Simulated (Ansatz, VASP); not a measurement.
**CaO in VASP and in Ansatz**

The input INCAR:

```
SYSTEM = CaO
PREC = Accurate ; ENCUT = 520
EDIFF = 1E-6 ; ISMEAR = 0
SIGMA = 0.05 ; LREAL = .FALSE.
LASPH = .TRUE. ; NELM = 60
ALGO = Normal ; ISIF = 2
LWAVE = .FALSE. ; LCHARG = .TRUE.
GGA = PE ; LELF = .TRUE.
LVHAR = .TRUE. ; NBANDS = 24
```

File KPOINTS:

```
regular mesh
0
G
  9 9 6
  0 0 0
```

POSCAR

```
CaO
1.0
    4.5252816275      0.0000000000      0.0000000000
   -2.2626408137      3.1560159755      0.0000000000
    0.0000000000      0.0000000000      4.6154481346
Ca O
2 2
Direct
    0.3333333333      0.6666666667      0.7500000000
    0.6666666667      0.3333333333      0.2500000000
    0.3333333333      0.6666666667      0.2500000000
    0.6666666667      0.3333333333      0.7500000000
```

Input for Ansatz:

```yaml
crystal:
  lattice:
    - [4.5252816275, 0.0, 0.0]
    - [-2.2626408137, 3.1560159755, 0.0]
    - [0.0, 0.0, 4.6154481346]
  atoms:
    - { symbol: Ca, position: [0.3333333333, 0.6666666667, 0.75] }
    - { symbol: Ca, position: [0.6666666667, 0.3333333333, 0.25] }
    - { symbol: O, position: [0.3333333333, 0.6666666667, 0.25] }
    - { symbol: O, position: [0.6666666667, 0.3333333333, 0.75] }
basis:
  ecutwfc: 520.0
kpoints:
  mp_grid: { grid: [9, 9, 6] }
hamiltonian:
  xc: pbe
scf:
  occupations: { method: gaussian, width: 0.05 }
output:
  forces: true
  stress: true
  eigenvalues: true
```

Change from the starting cell: strain +e along x and -e along y +0.1100, strain +e along z and -e/2 along x and y -0.0400.

Alike in both runs: task single point; functional PBE; k mesh 9 × 9 × 6; occupations gaussian, width 0.05 eV; no spin polarisation.

|  | VASP | Ansatz |
| --- | --- | --- |
| version | VASP 6.6.1 | Ansatz 0.2.0 |
| potentials or method | VASP PAW PBE potentials, release 64 (Ca_sv, O), cutoff 520 eV | scalar-relativistic, plane waves, PAW |
| valence electrons in the cell | 32 | 32 |

|  | VASP | Ansatz | Ansatz less VASP |
| --- | --- | --- | --- |
| gap on the k mesh at the Fermi level (eV) | 3.07 | 3.09 | +0.017 |
| least direct gap on the mesh (eV) | 3.07 | 3.09 | +0.017 |
| pressure (GPa) | 4.9 | 4.4 | -0.57 |
| traceless stress, the component that is largest in VASP (GPa) | -11.41 | -11.02 | +0.393 |
| rms of the force components (eV/Å) | 0.900 | 0.861 | -0.0392 |

Atom by atom the forces differ by 0.039 eV/Å (rms over components).
